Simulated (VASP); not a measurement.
A run of VASP 6.6.1 is set up as follows.

File INCAR:

```
PREC = Accurate ; ENCUT = 500
EDIFF = 1E-6 ; ISMEAR = 0
SIGMA = 0.01 ; LREAL = F
LASPH = T ; NELM = 120
ALGO = Normal ; ISIF = 2
LWAVE = F ; LCHARG = F
GGA = CA ; NBANDS = 20
GGA_COMPAT = F
```

KPOINTS

```
Automatic mesh
0
Gamma
  12 12 4
```

Contents of POSCAR:

```
SnS2
1.0
    3.6318175684      0.0000000000      0.0000000000
   -1.8159087842      3.1452462762      0.0000000000
    0.0000000000      0.0000000000      5.6976516613
Sn S
1 2
Direct
    0.0000000000      0.0000000000      0.0000000000
    0.3333333333      0.6666666667      0.2574812959
    0.6666666667      0.3333333333      0.7425187041
```

Potentials or basis: VASP PAW LDA potentials, release 64 (Sn_d, S).

Command:

```console
$ cat potpaw_LDA.64/Sn_d/POTCAR potpaw_LDA.64/S/POTCAR > POTCAR
$ mpirun -np 1 vasp_std > vasp.out
```

(1) Estimate the pressure.

(2) Estimate the band gap on the k mesh.

## Answers

(1) 0.0 GPa.

(2) 1.14 eV (least direct gap 1.62 eV).

Caveat: spin-orbit coupling is left out, which moves the levels of the heavy elements.
